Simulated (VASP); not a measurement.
The system is AgCl (sol).

```
CELL_PARAMETERS angstrom
0.00000 2.77266 2.77266
2.77266 0.00000 2.77266
2.77266 2.77266 0.00000
ATOMIC_POSITIONS crystal
Ag 0.00000 0.00000 0.00000
Cl 0.50000 0.50000 0.50000
```

- Program: VASP 6.6.1
- Task: relaxation of cell and atoms
- Functional: PBEsol
- Potentials or basis: VASP PAW PBE potentials, release 64 (Ag, Cl)
- Cutoff: 500 eV
- k mesh: 8 × 8 × 8
- Occupations: gaussian, width 0.02 eV
- Spin: no spin polarisation

At the start: pressure -2.7 GPa; volume 21.32 Å³/atom.

**Question.** How do energy, volume and symmetry change on relaxing?

**Answer.** Over 3 steps the energy falls by 10.3 meV/atom and the volume is 20.17 Å³/atom (-5.4 %); space group Fm-3m (No. 225, to 0.05 Å).

The path:
```tsv
step	energy change (eV)	largest force (eV/Å)	pressure (GPa)	volume (Å³)
1	0.0000	0.0000	-2.70	42.63
2	-0.0205	0.0000	-0.15	40.45
3	-0.0205	0.0000	-0.02	40.35
```

Final structure:
```
Ag Cl
1.0
     0.00000    2.72221    2.72221
     2.72221    0.00000    2.72221
     2.72221    2.72221    0.00000
Ag Cl
1 1
Cartesian
  0.0000 0.0000 0.0000
  2.7222 2.7222 2.7222
```

Caveat: the PAW data sets were made with another functional, which shifts forces and pressure a little.
